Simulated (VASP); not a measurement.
## PbSe: single point with PBEsol

PbSe:

```
CELL_PARAMETERS angstrom
0.00000 3.42320 3.42320
3.42320 0.00000 3.42320
3.42320 3.42320 0.00000
ATOMIC_POSITIONS crystal
Pb 0.00000 0.00000 0.00000
Se 0.25000 0.25000 0.25000
```

- Program: VASP 6.6.1
- Task: single point
- Functional: PBEsol
- Potentials or basis: VASP PAW PBE potentials, release 64 (Pb_d, Se)
- Cutoff: 500 eV
- k mesh: 4 × 4 × 4
- Occupations: gaussian, width 0.01 eV
- Spin: no spin polarisation

The pressure is -1.0 GPa and the band gap on the k mesh is 0.54 eV, indirect (least direct gap 1.09 eV).

Levels at points of the mesh, in eV from the valence-band top:
| k point | band 6 | band 7 | band 8 | band 9 | band 10 | band 11 | band 12 | band 13 | band 14 | band 15 |
| --- | --- | --- | --- | --- | --- | --- | --- | --- | --- | --- |
| (0.00, 0.00, 0.00) | -12.82 | -6.43 | -1.64 | -1.64 | -1.64 | 2.06 | 2.06 | 2.06 | 4.54 | 8.17 |
| (0.50, 0.00, 0.00) | -12.22 | -7.93 | -2.18 | -2.18 | -2.06 | 2.83 | 2.83 | 3.59 | 6.37 | 7.80 |
| (0.50, 0.50, 0.00) | -11.99 | -8.28 | -2.88 | -2.88 | -0.55 | 0.54 | 4.82 | 4.82 | 5.81 | 7.82 |

Wall time 15 s on 1 thread of AMD EPYC 7R43 64-Core Processor (Zen 3), with other jobs on the host, peak memory 0.17 GiB.

Caveat: the PAW data sets were made with another functional, which shifts forces and pressure a little; spin-orbit coupling is left out, which moves the levels of the heavy elements. A k mesh can miss the band edges.
